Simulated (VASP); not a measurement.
A run of VASP 6.6.1 is set up as follows.

The input INCAR:

```
SYSTEM = Sc
PREC     = Accurate       ! precision mode
ENCUT    = 520            ! plane-wave cutoff, eV
EDIFF    = 1E-6           ! SCF threshold, eV
ISMEAR   = -1             ! smearing method
SIGMA    = 0.05           ! smearing width, eV
LREAL    = .FALSE.        ! projectors in reciprocal space
LASPH    = .TRUE.         ! aspherical terms in the spheres
NELM     = 100            ! most SCF steps
ALGO     = Normal         ! electronic algorithm
ISIF     = 2              ! what is computed and relaxed
LWAVE    = .FALSE.        ! write WAVECAR
LCHARG   = .TRUE.         ! write CHGCAR
GGA      = PE             ! functional
LELF     = .TRUE.         ! ELF
LVHAR    = .TRUE.       
NBANDS   = 12             ! bands
```

File KPOINTS:

```
regular mesh
0
G
  12 12 12
  0 0 0
```

File POSCAR:

```
Sc
1.0
    2.9685920211      0.0000000000      0.0000000000
    0.0000000000      2.9685920211      0.0000000000
    0.0000000000      0.0000000000      2.9685920211
Sc
1
Direct
    0.0000000000      0.0000000000      0.0000000000
```

Potentials or basis: VASP PAW PBE potentials, release 64 (Sc_sv).

Launch:

```console
$ cat potpaw_PBE.64/Sc_sv/POTCAR > POTCAR
$ mpirun -np 1 vasp_std > vasp.out
```

Task: Estimate the pressure.

Result: 0.0 GPa.
